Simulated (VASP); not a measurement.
# TiPt3 (Pm-3m) in VASP: notebook

TiPt3 is run at these levels: LDA, PBEsol; tasks: single point.

Everything below comes from runs of VASP 6.6.1. Logs are shortened: lines on timing, memory, paths and dates and some standing lists are left out, and cuts for length are marked.

## Step 1: The cell of the first run

The structure is cubic, space group Pm-3m (No. 221). Conventional cell: a = 3.873 Å, b = 3.873 Å, c = 3.873 Å, α = 90.00°, β = 90.00°, γ = 90.00°. Within 3.6 Å of Ti (site symmetry m-3m) lie 12 Pt at 2.74 Å. Within 3.6 Å of Pt (site symmetry 4/mmm) lie 4 Ti at 2.74 Å and 8 Pt at 2.74 Å.

## Step 2: Single point, LDA

INCAR reads:

```
SYSTEM = TiPt3
PREC = Accurate ; ENCUT = 520
EDIFF = 1E-7 ; ISMEAR = -1
SIGMA = 0.1 ; LREAL = .False.
LASPH = .True. ; NELM = 100
ALGO = Normal ; ISIF = 2
LWAVE = .False. ; LCHARG = .False.
GGA = CA ; NBANDS = 29
```

KPOINTS reads:

```
regular mesh
0
Gamma
  8 8 8
  0 0 0
```

POSCAR reads:

```
TiPt3
1.0
    3.8730671137      0.0000000000      0.0000000000
    0.0000000000      3.8730671137      0.0000000000
    0.0000000000      0.0000000000      3.8730671137
Ti Pt
1 3
Direct
    0.0000000000      0.0000000000      0.0000000000
    0.0000000000      0.5000000000      0.5000000000
    0.5000000000      0.0000000000      0.5000000000
    0.5000000000      0.5000000000      0.0000000000
```

Potentials or basis: VASP PAW LDA potentials, release 64 (Ti_sv, Pt).

Launch:

```
cat potpaw_LDA.64/Ti_sv/POTCAR potpaw_LDA.64/Pt/POTCAR > POTCAR
mpirun -np 1 vasp_std > vasp.out
```

OUTCAR:

```text
SYSTEM = TiPt3
   PREC = Accurate
   ENCUT = 520
   EDIFF = 1E-7
   ISMEAR = -1
   LREAL = .False.
   LASPH = .True.
   NELM = 100
   ISIF = 2
   GGA = CA

 ion  position               nearest neighbor table
   1  0.000  0.000  0.000-   2 2.74   3 2.74   4 2.74   2 2.74   3 2.74   2 2.74   4 2.74   2 2.74
                             3 2.74   4 2.74   3 2.74   4 2.74
   2  0.000  0.500  0.500-   1 2.74   3 2.74   4 2.74   1 2.74   4 2.74   1 2.74   3 2.74   1 2.74
                             3 2.74   4 2.74   4 2.74   3 2.74
   3  0.500  0.000  0.500-   1 2.74   2 2.74   4 2.74   1 2.74   4 2.74   2 2.74   4 2.74   4 2.74
                             1 2.74   2 2.74   1 2.74   2 2.74
   4  0.500  0.500  0.000-   1 2.74   2 2.74   3 2.74   2 2.74   3 2.74   1 2.74   3 2.74   3 2.74
                             1 2.74   2 2.74   2 2.74   1 2.74

  LATTYP: Found a simple cubic cell.
 ALAT       =     3.8730671137

  Lattice vectors:

 A1 = (   3.8730671137,   0.0000000000,   0.0000000000)
 A2 = (   0.0000000000,   3.8730671137,   0.0000000000)
 A3 = (   0.0000000000,   0.0000000000,   3.8730671137)

Analysis of symmetry for initial positions (statically):
=====================================================================
 Subroutine PRICEL returns:
 Original cell was already a primitive cell.

 Routine SETGRP: Setting up the symmetry group for a
 simple cubic supercell.

 Subroutine GETGRP returns: Found 48 space group operations
 (whereof 48 operations were pure point group operations)
 out of a pool of 48 trial point group operations.

The static configuration has the point symmetry O_h .

Analysis of symmetry for dynamics (positions and initial velocities):
=====================================================================
 Subroutine PRICEL returns:
 Original cell was already a primitive cell.

 Routine SETGRP: Setting up the symmetry group for a
 simple cubic supercell.

 Subroutine GETGRP returns: Found 48 space group operations
 (whereof 48 operations were pure point group operations)
 out of a pool of 48 trial point group operations.

The dynamic configuration has the point symmetry O_h .

 Subroutine INISYM returns: Found 48 space group operations
 (whereof 48 operations are pure point group operations),
 and found     1 'primitive' translations

----------------------------------------------------------------------------------------
[... 90 lines left out ...]
   ICHARG =      2    charge: 1-file 2-atom 10-const
   ISPIN  =      1    spin polarized calculation?
   LNONCOLLINEAR =      F non collinear calculations
   LSORBIT =      F    spin-orbit coupling
   LASPH  =      T    aspherical Exc in radial PAW
   ENCUT  =  520.0 eV  38.22 Ry    6.18 a.u.   7.20  7.20  7.20*2*pi/ulx,y,z
   NELM   =    100;   NELMIN=  2; NELMDL= -5     # of ELM steps
   EDIFF  = 0.1E-06   stopping-criterion for ELM
   LREAL  =      F    real-space projection
   EDIFFG = 0.1E-05   stopping-criterion for IOM
   NSW    =      0    number of steps for IOM
   IBRION =     -1    ionic relax: 0-MD 1-quasi-New 2-CG
   NFREE  =      0    steps in history (QN), initial steepest desc. (CG)
   ISIF   =      2    stress and relaxation
   ISYM   =      2    0-nonsym 1-usesym 2-fastsym
   POTIM  = 0.5000    time-step for ionic-motion
   TEBEG  =    0.0;   TEEND  =   0.0 temperature during run
   PSTRESS=    0.0 pullay stress
   NELECT =      42.0000    total number of electrons
   NUPDOWN=      -1.0000    fix difference up-down
   EMIN   =  10.00;   EMAX   =-10.00  energy-range for DOS
   EFERMI =   0.00;   METHOD = LEGACY
   ISMEAR =    -1;   SIGMA  =   0.10  broadening in eV -4-tet -1-fermi 0-gaus
   EFERMI_NEDOS =   21; number of points for ismear=-14 and -15
   IALGO  =     38    algorithm
   IMIX   =      4    mixing-type and parameters
     AMIX     =   0.40;   BMIX     =  1.00
     AMIX_MAG =   1.60;   BMIX_MAG =  1.00
  volume/ion in A,a.u.               =      14.52        98.02
  Fermi-wavevector in a.u.,A,eV,Ry     =   1.469274  2.776526 29.371811  2.158767
  Thomas-Fermi vector in A             =   2.584671
   LORBIT       =      0    0 simple, 1 ext, 2 COOP (PROOUT), +10 PAW based schemes
   GGA     = CA    functional components
   LHFCALC =     F    Hartree Fock is set to
   AEXX    =    0.0000 exact exchange contribution
   IVDW    =     0    specifies the selected vdW correction
   LEPSILON=     F    determine dielectric tensor
   LRPA    =     F    only Hartree local field effects (RPA)
 non-spin polarized calculation
  energy-cutoff  :      520.00
  volume of cell :       58.10
 maximum number of plane-waves:      1596
 NGX is ok and might be reduce to    30
   NGX = 15   NGY = 15   NGZ = 15

 number of electron      41.9999994 magnetization

 Free energy of the ion-electron system (eV)
  ---------------------------------------------------
  ext. energy  EPLUGINS =         0.00000000
  ---------------------------------------------------
  free energy    TOTEN  =       -34.65453401 eV

  energy without entropy =      -34.59029765  energy(sigma->0) =      -34.62241583

 E-fermi :  12.0140     XC(G=0): -13.6105

 val. band max:       11.8819221939   @ k =   0.1250   0.1250   0.1250
 cond. band min:      12.0449215433   @ k =   0.5000   0.1250   0.1250
 fundamental gap:      0.1629993494
 Fermi energy:        12.0139747849

 k-point     1 :       0.0000    0.0000    0.0000
  band No.  band energies     occupation
      1     -45.3579      2.00000
      2     -21.9748      2.00000
      3     -21.9748      2.00000
      4     -21.9748      2.00000
      5       1.6406      2.00000
      6       4.4101      2.00000
[... 757 lines left out ...]
     28      15.7409      0.00000
     29      20.0211      0.00000

 [... further k-points ...]
[... 5 lines left out ...]
  --------------------------------------------------------------------------------------
  -------------------------------------------------------------------------------------
  Total        0.2978750      0.2978750      0.2978750     -0.0000000     -0.0000000     -0.0000000
  in kB        8.2144690      8.2144690      8.2144690     -0.0000000     -0.0000000     -0.0000000
  external PRESSURE =       8.2144690 kB  Pullay stress =       0.0000000 kB

 VOLUME and BASIS-vectors are now :
 -----------------------------------------------------------------------------
  energy-cutoff  :      520.00
  volume of cell :       58.10
      direct lattice vectors                 reciprocal lattice vectors
     3.873067114  0.000000000  0.000000000     0.258193305  0.000000000  0.000000000
     0.000000000  3.873067114  0.000000000     0.000000000  0.258193305  0.000000000
     0.000000000  0.000000000  3.873067114     0.000000000  0.000000000  0.258193305

 POSITION                                       TOTAL-FORCE (eV/Angst)
 -----------------------------------------------------------------------------------
      0.00000      0.00000      0.00000         0.000000      0.000000      0.000000
      0.00000      1.93653      1.93653         0.000000      0.000000      0.000000
      1.93653      0.00000      1.93653         0.000000      0.000000      0.000000
      1.93653      1.93653      0.00000         0.000000      0.000000      0.000000
 -----------------------------------------------------------------------------------
    total drift:                                0.000000      0.000000     -0.000000

  FREE ENERGIE OF THE ION-ELECTRON SYSTEM (eV)
  ---------------------------------------------------
  free  energy   TOTEN  =       -34.6545340066 eV

  energy  without entropy=      -34.5902976480  energy(sigma->0) =      -34.62241583
```

stdout:

```text
POSCAR found type information on POSCAR TiPt
 POSCAR found :  2 types and       4 ions
 scaLAPACK will be used
 LDA part: xc-table for (Slater(with rela. corr.)+CA(PZ))
 , standard interpolation
 POSCAR, INCAR and KPOINTS ok, starting setup
 FFT: planning ... GRIDC
 FFT: planning ... GRID_SOFT
 FFT: planning ... GRID
 WAVECAR not read
 entering main loop
```

It took 72 s on 1 thread of Intel Xeon Platinum 8488C (Sapphire Rapids), shared host; peak memory 0.18 GiB.

What came out:

- Free energy: -34.6545 eV
- Pressure: 0.8 GPa
- Band gap on the k mesh: zero (band 21 reaches 13.49 eV, above the bottom of band 22 at 11.59 eV)

Levels at points of the mesh, in eV from the Fermi level:
```tsv
k point	band 18	band 19	band 20	band 21	band 22	band 23	band 24	band 25
(0.00, 0.00, 0.00)	0.09	0.09	0.09	1.48	1.48	1.64	1.64	1.64
(0.50, 0.00, 0.00)	-2.72	-2.65	-1.37	-0.18	-0.18	0.09	0.49	0.82
(0.50, 0.50, 0.00)	-3.18	-2.50	-2.32	-2.32	0.26	0.26	0.39	1.60
(0.50, 0.50, 0.50)	-0.65	-0.65	-0.65	-0.42	-0.42	-0.42	1.30	1.30
```

Caveat: spin-orbit coupling is left out, which moves the levels of the heavy elements.

## Step 3: Single point, PBEsol

This run uses another cell than the first one, of 14.82 Å³/atom, 1.021 times its volume.

INCAR reads:

```
ALGO     = Normal         # electronic algorithm
EDIFF    = 1E-7           # SCF threshold, eV
ENCUT    = 520            # plane-wave cutoff, eV
GGA      = PS             # functional
ISIF     = 2              # what is computed and relaxed
ISMEAR   = -1             # smearing method
LASPH    = True           # aspherical terms in the spheres
LCHARG   = False          # write CHGCAR
LREAL    = False          # projectors in reciprocal space
LWAVE    = False          # write WAVECAR
NBANDS   = 29             # bands
NELM     = 60             # most SCF steps
PREC     = Accurate       # precision mode
SIGMA    = 0.1            # smearing width, eV
```

KPOINTS reads:

```
k-points
0
Gamma
  8 8 8
```

POSCAR reads:

```
TiPt3
1.0
    3.8994741861      0.0000000000      0.0000000000
    0.0000000000      3.8994741861      0.0000000000
    0.0000000000      0.0000000000      3.8994741861
Ti Pt
1 3
Direct
    0.0000000000      0.0000000000      0.0000000000
    0.0000000000      0.5000000000      0.5000000000
    0.5000000000      0.0000000000      0.5000000000
    0.5000000000      0.5000000000      0.0000000000
```

Potentials or basis: VASP PAW PBE potentials, release 64 (Ti_sv, Pt).

Launch:

```
cat potpaw_PBE.64/Ti_sv/POTCAR potpaw_PBE.64/Pt/POTCAR > POTCAR
mpirun -np 1 vasp_std > vasp.out
```

Run time: 69 s. Hardware: 1 thread of Intel Xeon Platinum 8488C (Sapphire Rapids), shared host; peak memory 0.2 GiB.

It converged, with:

| Item | Value |
| --- | --- |
| Free energy | -32.7846 eV |
| Pressure | -0.2 GPa |
| Band gap on the k mesh | zero (band 21 reaches 13.09 eV, above the bottom of band 22 at 11.21 eV) |

Levels at points of the mesh, in eV from the Fermi level:
```
           k point  band 19  band 20  band 21  band 22  band 23  band 24
(0.00, 0.00, 0.00)     0.07     0.07     1.45     1.45     1.57     1.57
(0.50, 0.00, 0.00)    -2.58    -1.34    -0.15    -0.15     0.07     0.51
(0.50, 0.50, 0.00)    -2.44    -2.27    -2.24     0.27     0.27     0.42
(0.50, 0.50, 0.50)    -0.70    -0.70    -0.42    -0.42    -0.42     1.26
```

Caveat: the PAW data sets were made with another functional, which shifts forces and pressure a little; spin-orbit coupling is left out, which moves the levels of the heavy elements.
